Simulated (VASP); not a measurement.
Here is a VASP 6.6.1 calculation.

The input INCAR:

```
SYSTEM = HfC
ALGO = Normal
EDIFF = 1E-6
ENCUT = 520
GGA = PS
ISIF = 2
ISMEAR = 0
LASPH = .True.
LCHARG = .False.
LREAL = .False.
LWAVE = .False.
NBANDS = 38
NELM = 80
PREC = Accurate
SIGMA = 0.1
```

The input KPOINTS:

```
k-points
0
Gamma
  12 12 5
  0 0 0
```

POSCAR

```
HfC
1.0
    3.2684833795      0.0000000000      0.0000000000
   -1.6342416898      2.8305896385      0.0000000000
    0.0000000000      0.0000000000     10.5643258838
Hf C
4 4
Direct
    0.0000000000      0.0000000000      0.0000000000
    0.3333333333      0.6666666667      0.2500000000
    0.0000000000      0.0000000000      0.5000000000
    0.6666666667      0.3333333333      0.7500000000
    0.6666666667      0.3333333333      0.1233527673
    0.6666666667      0.3333333333      0.3766472327
    0.3333333333      0.6666666667      0.6233527673
    0.3333333333      0.6666666667      0.8766472327
```

Potentials or basis: VASP PAW PBE potentials, release 64 (Hf_pv, C).

Launch:

```bash
$ cat potpaw_PBE.64/Hf_pv/POTCAR potpaw_PBE.64/C/POTCAR > POTCAR
$ mpirun -np 1 vasp_std > vasp.out
```

(1) What does it give for the band gap on the k mesh?

(2) What does it give for the pressure?

Answers

(1) zero (bands 28 and 29 overlap by 1.30 eV).

(2) -0.3 GPa.

Caveat: the PAW data sets were made with another functional, which shifts forces and pressure a little; spin-orbit coupling is left out, which moves the levels of the heavy elements.
